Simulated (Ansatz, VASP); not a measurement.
Two plane-wave programs on AlN

```
Al N
1.0
     2.18399   -2.18399    0.00000
     2.18399    0.00000   -2.18399
     9.82797    8.18998    8.18998
Al N
6 6
Direct
  0.65105 0.65105 0.06247
  0.77605 0.77605 0.89580
  0.27605 0.27605 0.22913
  0.52605 0.52605 0.56247
  0.90105 0.90105 0.39580
  0.15105 0.15105 0.72913
  0.55730 0.55730 0.43747
  0.93230 0.93230 0.27080
  0.18230 0.18230 0.60413
  0.43230 0.43230 0.93747
  0.80730 0.80730 0.77080
  0.30730 0.30730 0.10413
```

Alike in both runs: task single point; functional PBE; k mesh 8 × 8 × 2; occupations gaussian, width 0.05 eV; no spin polarisation.

|  | VASP | Ansatz |
| --- | --- | --- |
| version | VASP 6.6.1 | Ansatz 0.2.0 |
| potentials or method | VASP PAW PBE potentials, release 64 (Al, N), cutoff 520 eV | scalar-relativistic, plane waves, PAW |
| valence electrons in the cell | 48 | 48 |

Ansatz gave:

| Item | Value |
| --- | --- |
| gap on the k mesh at the Fermi level (eV) | 2.60 |
| least direct gap on the mesh (eV) | 2.69 |
| pressure (GPa) | 4.7 |
| traceless stress, the component that is largest in VASP (GPa) | 5.42 |
| rms of the force components (eV/Å) | 0.429 |

Problem. Estimate VASP's values.

Solution. gap on the k mesh at the Fermi level (eV): 2.59; least direct gap on the mesh (eV): 2.68; pressure (GPa): 4.5; traceless stress, the component that is largest in VASP (GPa): 5.42; rms of the force components (eV/Å): 0.429.

Atom by atom the forces differ by 0.004 eV/Å (rms over components). With one functional, cell and mesh, what is left measures potentials, basis and numerics.
